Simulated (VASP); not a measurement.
Wanted: the native input for a VASP 6.6.1 run.

```
Task                   : single point
Functional             : LDA
Potentials or basis    : VASP PAW LDA potentials, release 64 (Ti_sv, Se)
Cutoff                 : 500 eV
k mesh                 : 16 × 16 × 8
Occupations            : fermi-dirac, width 0.03 eV
Spin                   : no spin polarisation
Dipole correction      : no
Further INCAR settings : ALGO = Normal; EDIFF = 1e-06; NBANDS = 19
```

The structure of TiSe2 lies in POSCAR:

```
TiSe2
1.0
    3.3916920936      0.0000000000      0.0000000000
   -1.6958460468      2.9372915148      0.0000000000
    0.0000000000      0.0000000000      5.6590509077
Ti Se
1 2
Direct
    0.0000000000      0.0000000000      0.0000000000
    0.3333333333      0.6666666667      0.2730045808
    0.6666666667      0.3333333333     -0.2730045808
```

The input as run:

INCAR

```
PREC = Accurate
ENCUT = 500
EDIFF = 1E-6
ISMEAR = -1
SIGMA = 0.03
LREAL = False
LASPH = True
NELM = 120
ALGO = Normal
ISIF = 2
LWAVE = False
LCHARG = True
LELF = True
LVHAR = True
NBANDS = 19
GGA_COMPAT = False
```

KPOINTS

```
Automatic mesh
0
Gamma
  16 16 8
```

Potentials or basis: VASP PAW LDA potentials, release 64 (Ti_sv, Se).

Launch:

```bash
$ cat potpaw_LDA.64/Ti_sv/POTCAR potpaw_LDA.64/Se/POTCAR > POTCAR
$ mpirun -np 1 vasp_std > vasp.out
```

Results of the run:

- Pressure: 3.3 GPa
- Largest force: 0.041 eV/Å
- Band gap on the k mesh: zero (band 12 reaches 6.90 eV, above the bottom of band 13 at 5.92 eV)

It took 120 s on 1 thread of Intel(R) Xeon(R) 6975P-C (Granite Rapids) (shared host), peak memory 0.31 GiB.
